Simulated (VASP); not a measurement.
AlCo, 2 atoms in the cell. The structure is cubic, space group Pm-3m (No. 221). The conventional cell has a = 2.819 Å, b = 2.819 Å, c = 2.819 Å, α = 90.00°, β = 90.00°, γ = 90.00°. Al (site symmetry m-3m) has 8 Co at 2.44 Å and 6 Al at 2.82 Å within 3.2 Å. Within 3.2 Å of Co (site symmetry m-3m) lie 8 Al at 2.44 Å and 6 Co at 2.82 Å. 

* Program: VASP 6.6.1
* Task: relaxation of cell and atoms
* Functional: r2SCAN
* Potentials or basis: VASP PAW PBE potentials, release 64 (Al, Co)
* Cutoff: 600 eV
* k mesh: 14 × 14 × 14
* Occupations: gaussian, width 0.1 eV
* Spin: no spin polarisation
* Dipole correction: no
* Further INCAR settings: ALGO = Normal; EDIFF = 1e-06; IBRION = 2; EDIFFG = -0.005; NSW = 100; ISIF = 3

Potentials or basis: VASP PAW PBE potentials, release 64 (Al, Co).

Run with:

```sh
$ cat potpaw_PBE.64/Al/POTCAR potpaw_PBE.64/Co/POTCAR > POTCAR
$ cp INCAR.step1 INCAR
$ mpirun -np 1 vasp_std > vasp.out
$ cp INCAR.step2 INCAR
$ mpirun -np 1 vasp_std > vasp.out
```

Hardware: 1 thread of Intel(R) Xeon(R) Platinum 8375C CPU @ 2.90GHz (Ice Lake), on a shared host.

**Question.** How long does it take, and how much memory?

**Answer.** It took 4.7 min on 1 thread of Intel(R) Xeon(R) Platinum 8375C CPU @ 2.90GHz (Ice Lake), with other jobs on the host, peak memory 0.17 GiB. Counts: k points 120, ion steps 12.
